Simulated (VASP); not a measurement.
Input of a VASP 6.6.1 run:

Contents of INCAR:

```
SYSTEM = Zn7NiO8
PREC     = Accurate       ! precision mode
ENCUT    = 520            ! plane-wave cutoff, eV
EDIFF    = 1E-6           ! SCF threshold, eV
ISMEAR   = 1              ! smearing method
SIGMA    = 0.05           ! smearing width, eV
LREAL    = Auto         
LASPH    = .True.         ! aspherical terms in the spheres
NELM     = 150            ! most SCF steps
ALGO     = Normal         ! electronic algorithm
ISIF     = 2              ! what is computed and relaxed
LWAVE    = .False.        ! write WAVECAR
LCHARG   = .False.        ! write CHGCAR
ISPIN    = 2              ! spin polarisation
MAGMOM   = 0 0 0 0 0 0 0 3 0 0 0 0 0 0 0 0 ! initial moments
LORBIT   = 11             ! projections on sites
LMAXMIX  = 4              ! l up to which the mixer works
GGA      = PS             ! functional
NELECT   = 143.0        
ISYM     = 0            
NBANDS   = 89             ! bands
```

KPOINTS

```
Automatic mesh
0
Gamma
  1 1 1
  0.25 0.25 0.25
```

File POSCAR:

```
Zn7NiO8
1.0
    6.4598480000      0.0000000000      0.0000000000
    0.0000000000      5.5943930000      0.0000000000
    0.0000000000      0.0000000000      5.2145190000
Zn Ni O
7 1 8
Direct
    0.2443380000      0.1426210000      0.4907070000
    0.9769730000      0.6672890000      0.5067760000
    0.7581400000      0.1714950000      0.5132860000
    0.0052490000      0.3350710000      0.9779710000
    0.4789800000      0.3369790000      0.0092660000
    0.2599480000      0.8245080000      0.9689020000
    0.7552300000      0.8340690000      0.9721030000
    0.4958640000      0.6861510000      0.4848220000
    0.9986780000      0.3437910000      0.3701150000
    0.4959510000      0.3418270000      0.3934870000
    0.2601250000      0.8297070000      0.3406770000
    0.7297000000      0.7995960000      0.3590860000
    0.2396820000      0.1421790000      0.8748800000
    0.0032460000      0.6808670000      0.8539990000
    0.7827650000      0.1394950000      0.9045440000
    0.4897840000      0.6545330000      0.8381920000
```

Potentials or basis: VASP PAW PBE potentials, release 64 (Zn, Ni, O).

Run with:

```console
$ cat potpaw_PBE.64/Zn/POTCAR potpaw_PBE.64/Ni/POTCAR potpaw_PBE.64/O/POTCAR > POTCAR
$ mpirun -np 1 vasp_std > vasp.out
```

(1) Predict the largest force.

(2) Predict the site moments.

(3) What does it give for the net moment?

Answers

(1) 3.703 eV/Å.

(2) Zn -0.01, -0.02, -0.00; Ni +1.12; O -0.02, +0.03, +0.04, +0.05, -0.03 μB.

(3) 1.00 μB per cell.

Caveat: the k points lie up to 1.20 Å⁻¹ apart; the cell carries a net charge on a neutralising background, which shifts energy and pressure; the PAW data sets were made with another functional, which shifts forces and pressure a little.
